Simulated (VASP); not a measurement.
Input of a VASP 6.6.1 run:

Contents of INCAR:

```
SYSTEM = HfZr3S8
PREC = Accurate ; ENCUT = 520
EDIFF = 1E-7 ; ISMEAR = 0
SIGMA = 0.02 ; LREAL = .False.
LASPH = .True. ; NELM = 60
ALGO = Normal ; ISIF = 2
LWAVE = .False. ; LCHARG = .False.
GGA = PE ; NBANDS = 59
```

KPOINTS

```
regular mesh
0
Gamma
  12 12 1
  0 0 0
```

The input POSCAR:

```
HfZr3S8
1.0
    3.6765479603      0.0000000000      0.0000000000
   -1.8382739802      3.1839839318      0.0000000000
    0.0000000000      0.0000000000     27.0226970545
Zr Hf S
3 1 8
Direct
    0.0000000000      0.0000000000      0.7493661227
    0.0000000000      0.0000000000      0.2506338773
    0.0000000000      0.0000000000      0.5000000000
    0.0000000000      0.0000000000      0.0000000000
    0.3333333333      0.6666666667      0.8030974928
    0.3333333333      0.6666666667      0.0531034685
    0.3333333333      0.6666666667      0.3043654720
    0.3333333333      0.6666666667      0.5537317062
    0.6666666667      0.3333333333      0.9468965315
    0.6666666667      0.3333333333      0.1969025072
    0.6666666667      0.3333333333      0.4462682938
    0.6666666667      0.3333333333      0.6956345280
```

Potentials or basis: VASP PAW PBE potentials, release 64 (Zr_sv, Hf_pv, S).

Launch:

```bash
$ cat potpaw_PBE.64/Zr_sv/POTCAR potpaw_PBE.64/Hf_pv/POTCAR potpaw_PBE.64/S/POTCAR > POTCAR
$ mpirun -np 1 vasp_std > vasp.out
```

Q: What does it give for the largest force?

A: 0.063 eV/Å.

Q: Estimate the pressure.

A: -0.1 GPa.

Q: Predict the band gap on the k mesh.

A: 1.12 eV, indirect (least direct gap 1.69 eV).

Forces on the atoms (eV/Å):
```
Zr   0.000  0.000  0.000
Zr   0.000  0.000  0.000
Zr   0.000  0.000  0.000
Hf   0.000  0.000  0.000
S    0.000  0.000  0.012
S    0.000  0.000 -0.063
S    0.000  0.000  0.012
S    0.000  0.000  0.012
S    0.000  0.000  0.063
S    0.000  0.000 -0.012
S    0.000  0.000 -0.012
S    0.000  0.000 -0.012
```

Caveat: spin-orbit coupling is left out, which moves the levels of the heavy elements; this functional lacks dispersion, which binds the layers, so the pressure and a relaxed spacing across them are unreliable. A k mesh can miss the band edges.
